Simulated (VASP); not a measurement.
A run of VASP 6.6.1 is set up as follows.

Contents of INCAR:

```
  PREC = Accurate
  ENCUT = 520
  EDIFF = 1E-6
  ISMEAR = -1
  SIGMA = 0.05
  LREAL = F
  LASPH = T
  NELM = 80
  ALGO = Normal
  ISIF = 2
  LWAVE = F
  LCHARG = F
  GGA = B5
  ALDAX = 1.0
  AGGAX = 1.0
  AGGAC = 1.0
  ALDAC = 0.0
  IVDW = 12
  VDW_S6 = 1.0
  VDW_S8 = 2.6996
  VDW_A1 = 0.4298
  VDW_A2 = 4.2359
  NBANDS = 8
```

The input KPOINTS:

```
regular mesh
0
Gamma
  11 11 11
```

POSCAR

```
Li
1.0
   -1.5784758559      1.5784758559      1.5784758559
    1.5784758559     -1.5784758559      1.5784758559
    1.5784758559      1.5784758559     -1.5784758559
Li
1
Direct
    0.0000000000      0.0000000000      0.0000000000
```

Potentials or basis: VASP PAW PBE potentials, release 64 (Li_sv).

Launch:

```sh
$ cat potpaw_PBE.64/Li_sv/POTCAR > POTCAR
$ mpirun -np 1 vasp_std > vasp.out
```

Question: What does it give for the dispersion energy per atom?

Answer: -0.488 eV.
